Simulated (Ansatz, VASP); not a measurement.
**Two plane-wave programs on MoS2**

Contents of POSCAR:

```
MoS2
1.0
    1.5875907347      0.9165959380      6.1939395993
   -1.5875907347      0.9165959380      6.1939395993
    0.0000000000     -1.8331918760      6.1939395993
Mo S
1 2
Direct
   -0.0000146007     -0.0000146007     -0.0000146007
    0.4170015121      0.4170015121      0.4170015121
    0.2496797553      0.2496797553      0.2496797553
```

File INCAR.step1:

```
ALGO     = Normal         # electronic algorithm
EDIFF    = 1E-4           # SCF threshold, eV
ENCUT    = 520            # plane-wave cutoff, eV
GGA      = PE             # functional
ISMEAR   = 0              # smearing method
LASPH    = True           # aspherical terms in the spheres
LCHARG   = False          # write CHGCAR
LREAL    = False          # projectors in reciprocal space
LWAVE    = True           # write WAVECAR
NBANDS   = 20             # bands
NELM     = 60             # most SCF steps
PREC     = Accurate       # precision mode
SIGMA    = 0.01           # smearing width, eV
```

File INCAR.step2:

```
ALGO     = Normal         # electronic algorithm
EDIFF    = 1E-7           # SCF threshold, eV
ENCUT    = 520            # plane-wave cutoff, eV
ISIF     = 2              # what is computed and relaxed
ISMEAR   = 0              # smearing method
ISTART   = 1            
LASPH    = True           # aspherical terms in the spheres
LCHARG   = True           # write CHGCAR
LELF     = True           # ELF
LMIXTAU  = True         
LREAL    = False          # projectors in reciprocal space
LVHAR    = True         
LWAVE    = False          # write WAVECAR
METAGGA  = R2SCAN         # meta-GGA
NBANDS   = 20             # bands
NELM     = 60             # most SCF steps
PREC     = Accurate       # precision mode
SIGMA    = 0.01           # smearing width, eV
```

The input KPOINTS:

```
k-points
0
Gamma
  8 8 8
```

Input for Ansatz:

```yaml
crystal:
  lattice:
    - [1.5875907347, 0.916595938, 6.1939395993]
    - [-1.5875907347, 0.916595938, 6.1939395993]
    - [0.0, -1.833191876, 6.1939395993]
  atoms:
    - { symbol: Mo, position: [-1.46007e-05, -1.46007e-05, -1.46007e-05] }
    - { symbol: S, position: [0.4170015121, 0.4170015121, 0.4170015121] }
    - { symbol: S, position: [0.2496797553, 0.2496797553, 0.2496797553] }
kpoints:
  mp_grid: { grid: [8, 8, 8] }
hamiltonian:
  xc: r2scan
scf:
  occupations: { method: fixed }
output:
  optics:
    e_range: [0, 12]
    de: 0.05
    sigma: 0.1
    bands: { spectra_wanted_up_to: 12 }
```

Alike in both runs: task single point; functional r2SCAN; k mesh 8 × 8 × 8; no spin polarisation.

|  | VASP | Ansatz |
| --- | --- | --- |
| version | VASP 6.6.1 | Ansatz 0.2.0 |
| potentials or method | VASP PAW PBE potentials, release 64 (Mo_sv, S) | plane waves, PAW |
| plane-wave cutoff (eV) | 520 | 500 |
| occupations | gaussian, width 0.01 eV | fixed |
| valence electrons in the cell | 26 | 26 |

|  | VASP | Ansatz | Ansatz less VASP |
| --- | --- | --- | --- |
| gap on the k mesh at the Fermi level (eV) | 1.16 | 1.15 | -0.013 |

VASP's potentials were made for PBE, not for r2SCAN.
